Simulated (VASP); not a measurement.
Here is a VASP 6.6.1 calculation.

The input INCAR:

```
SYSTEM = MoS2
PREC     = Accurate       ! precision mode
ENCUT    = 520            ! plane-wave cutoff, eV
EDIFF    = 1E-6           ! SCF threshold, eV
ISMEAR   = 0              ! smearing method
SIGMA    = 0.05           ! smearing width, eV
LREAL    = .FALSE.        ! projectors in reciprocal space
LASPH    = .TRUE.         ! aspherical terms in the spheres
NELM     = 80             ! most SCF steps
ALGO     = Normal         ! electronic algorithm
ISIF     = 2              ! what is computed and relaxed
LWAVE    = .FALSE.        ! write WAVECAR
LCHARG   = .TRUE.         ! write CHGCAR
GGA      = PE             ! functional
IVDW     = 12             ! dispersion correction
LELF     = .TRUE.         ! ELF
LVHAR    = .TRUE.       
NBANDS   = 35             ! bands
```

File KPOINTS:

```
regular mesh
0
G
  12 12 4
  0 0 0
```

File POSCAR:

```
MoS2
1.0
    2.9919000000      0.0000000000      0.0000000000
   -1.4959500000      2.5910614056      0.0000000000
    0.0000000000      0.0000000000     12.3135000000
Mo S
2 4
Direct
    0.6666666667      0.3333333333      0.2501439769
    0.3333333333      0.6666666667      0.7498560231
    0.3333333333      0.6666666667      0.3795985159
    0.6666666667      0.3333333333      0.8793132861
    0.3333333333      0.6666666667      0.1206867139
    0.6666666667      0.3333333333      0.6204014841
```

Potentials or basis: VASP PAW PBE potentials, release 64 (Mo_sv, S).

Command:

```bash
$ cat potpaw_PBE.64/Mo_sv/POTCAR potpaw_PBE.64/S/POTCAR > POTCAR
$ mpirun -np 1 vasp_std > vasp.out
```

Problem. Predict the dispersion energy per atom.

Solution. -0.477 eV.

Problem. What does it give for the largest force?

Solution. 0.608 eV/Å.

Stress tensor (GPa, compression positive):
```
19.18  0.00  0.00
 0.00 19.18  0.00
 0.00  0.00  5.80
```

Caveat: the stress differs along the axes, from 6 to 19 GPa.
